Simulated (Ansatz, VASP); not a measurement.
**One calculation of SiC, two programs**

File INCAR:

```
SYSTEM = SiC
ALGO = Normal ; EDIFF = 1E-6
ENCUT = 520 ; GGA = PE
ISIF = 2 ; ISMEAR = 0
LASPH = .True. ; LCHARG = .True.
LELF = .True. ; LREAL = .False.
LVHAR = .True. ; LWAVE = .False.
NBANDS = 11 ; NELM = 100
PREC = Accurate ; SIGMA = 0.05
```

File KPOINTS:

```
k-points
0
Gamma
  12 12 12
  0 0 0
```

The input POSCAR:

```
SiC
1.0
    0.0000000000      2.1262497309      2.1262497309
    2.1262497309      0.0000000000      2.1262497309
    2.2200882190      2.2200882190     -0.0938384881
Si C
1 1
Direct
    0.0000000000      0.0000000000      0.0000000000
    0.7500000000      0.7500000000      0.7500000000
```

Input for Ansatz:

```yaml
crystal:
  lattice:
    - [0.0, 2.1262497309, 2.1262497309]
    - [2.1262497309, 0.0, 2.1262497309]
    - [2.220088219, 2.220088219, -0.0938384881]
  atoms:
    - { symbol: Si, position: [0.0, 0.0, 0.0] }
    - { symbol: C, position: [0.75, 0.75, 0.75] }
basis:
  ecutwfc: 520.0
kpoints:
  mp_grid: { grid: [12, 12, 12] }
hamiltonian:
  xc: pbe
scf:
  occupations: { method: gaussian, width: 0.05 }
output:
  forces: true
  stress: true
  eigenvalues: true
```

Alike in both runs: task single point; functional PBE; k mesh 12 × 12 × 12; occupations gaussian, width 0.05 eV; no spin polarisation.

|  | VASP | Ansatz |
| --- | --- | --- |
| version | VASP 6.6.1 | Ansatz 0.2.0 |
| potentials or method | VASP PAW PBE potentials, release 64 (Si, C), cutoff 520 eV | scalar-relativistic, plane waves, PAW |
| valence electrons in the cell | 8 | 8 |

```csv
,VASP,Ansatz,Ansatz less VASP
gap on the k mesh at the Fermi level (eV),1.14,1.15,+0.005
least direct gap on the mesh (eV),4.15,4.16,+0.006
pressure (GPa),6.6,6.7,+0.06
"traceless stress, the component that is largest in VASP (GPa)",-11.48,-11.43,+0.046
rms of the force components (eV/Å),0.267,0.268,+0.0008
```

Atom by atom the forces differ by 0.001 eV/Å (rms over components).
